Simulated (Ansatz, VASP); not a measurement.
## MgO: VASP beside Ansatz

```
CELL_PARAMETERS angstrom
2.93772 0.00000 0.00000
-1.46886 2.54414 0.00000
0.00000 0.00000 2.67979
ATOMIC_POSITIONS crystal
Mg 0.03084 0.01542 0.02313
O 0.33333 0.66667 0.50000
```

Change from the starting cell: all Mg atoms moved -0.100 Å, as atom 1 towards its neighbour atom 2 (O) at 2.161 Å.

Alike in both runs: task single point; functional PBE; k mesh 12 × 12 × 8; occupations gaussian, width 0.05 eV; no spin polarisation.

|  | VASP | Ansatz |
| --- | --- | --- |
| version | VASP 6.6.1 | Ansatz 0.2.0 |
| potentials or method | VASP PAW PBE potentials, release 64 (Mg, O), cutoff 520 eV | scalar-relativistic, plane waves, PAW |
| valence electrons in the cell | 8 | 16 |

VASP gave:

* gap on the k mesh at the Fermi level (eV): 3.00
* least direct gap on the mesh (eV): 3.40
* pressure (GPa): 0.1
* traceless stress, the component that is largest in VASP (GPa): 0.66
* rms of the force components (eV/Å): 0.192

Problem. What did Ansatz give for the same quantities?

Solution. gap on the k mesh at the Fermi level (eV): 3.02; least direct gap on the mesh (eV): 3.42; pressure (GPa): 0.7; traceless stress, the component that is largest in VASP (GPa): 0.66; rms of the force components (eV/Å): 0.189.

Atom by atom the forces differ by 0.003 eV/Å (rms over components). VASP's potentials hold 8 valence electrons a cell and Ansatz's 16, so a difference there can come from the potentials and not from the codes.
